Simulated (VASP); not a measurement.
Input of a VASP 6.6.1 run:

File POSCAR:

```
VOs
1.0
    2.6279178844      0.0000000000      0.0000000000
   -1.3139589422      2.2758436469      0.0000000000
    0.0000000000      0.0000000000      4.0492440192
V Os
1 1
Direct
    0.6666666667      0.3333333333      0.0000000000
    0.0000000000      0.0000000000      0.5000000000
```

File INCAR.step1:

```
SYSTEM = VOs
PREC = Accurate
ENCUT = 520
ISMEAR = -1
SIGMA = 0.08
LREAL = .False.
LASPH = .True.
NELM = 150
ISPIN = 2
MAGMOM = 2 0
LMAXMIX = 4
NBANDS = 22
GGA = PE
ALGO = Normal
EDIFF = 1E-4
LWAVE = .True.
LCHARG = .False.
```

Contents of INCAR.step2:

```
SYSTEM = VOs
PREC = Accurate
ENCUT = 520
EDIFF = 1E-6
ISMEAR = -1
SIGMA = 0.08
LREAL = .False.
LASPH = .True.
NELM = 150
ALGO = Normal
ISIF = 2
LWAVE = .False.
LCHARG = .False.
ISPIN = 2
MAGMOM = 2 0
LORBIT = 11
LMAXMIX = 4
METAGGA = R2SCAN
LMIXTAU = .True.
NBANDS = 22
ISTART = 1
```

KPOINTS

```
Automatic mesh
0
Gamma
  12 12 7
  0 0 0
```

Potentials or basis: VASP PAW PBE potentials, release 64 (V_sv, Os).

Command:

```console
$ cat potpaw_PBE.64/V_sv/POTCAR potpaw_PBE.64/Os/POTCAR > POTCAR
$ cp INCAR.step1 INCAR
$ mpirun -np 1 vasp_std > vasp.out
$ cp INCAR.step2 INCAR
$ mpirun -np 1 vasp_std > vasp.out
```

Problem. What does it give for the pressure?

Solution. 52.2 GPa.

Problem. What does it give for the net moment?

Solution. 0.00 μB per cell.

Stress tensor (GPa, compression positive):
```
52.43  0.00  0.00
 0.00 52.43  0.00
 0.00  0.00 51.69
```

Caveat: the PAW data sets were made with another functional, which shifts forces and pressure a little.
